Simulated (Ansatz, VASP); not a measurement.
## One calculation of Lu, two programs

```
CELL_PARAMETERS angstrom
0.00000 3.57311 3.57311
3.57311 0.00000 3.57311
3.57311 3.57311 0.00000
ATOMIC_POSITIONS crystal
Lu 0.87500 0.87500 0.87500
Lu 0.12500 0.12500 0.12500
```

Change from the starting cell: volume scaled by 0.9, LAPW.

Alike in both runs: task single point; functional PBE; k mesh 10 × 10 × 10; occupations fermi-dirac, width 0.08 eV; no spin polarisation.

```csv
,VASP,Ansatz
version,VASP 6.6.1,Ansatz 0.2.0
potentials or method,"VASP PAW PBE potentials, release 64 (Lu), cutoff 520 eV","all-electron LAPW, scalar-relativistic"
```

Ansatz gave:

* pressure (GPa): 1.3

Problem. Which values does VASP return?

Solution. Pressure (GPa): 1.4.

Ansatz ran all-electron here, and VASP with PAW potentials.

Spin-orbit coupling is off throughout.
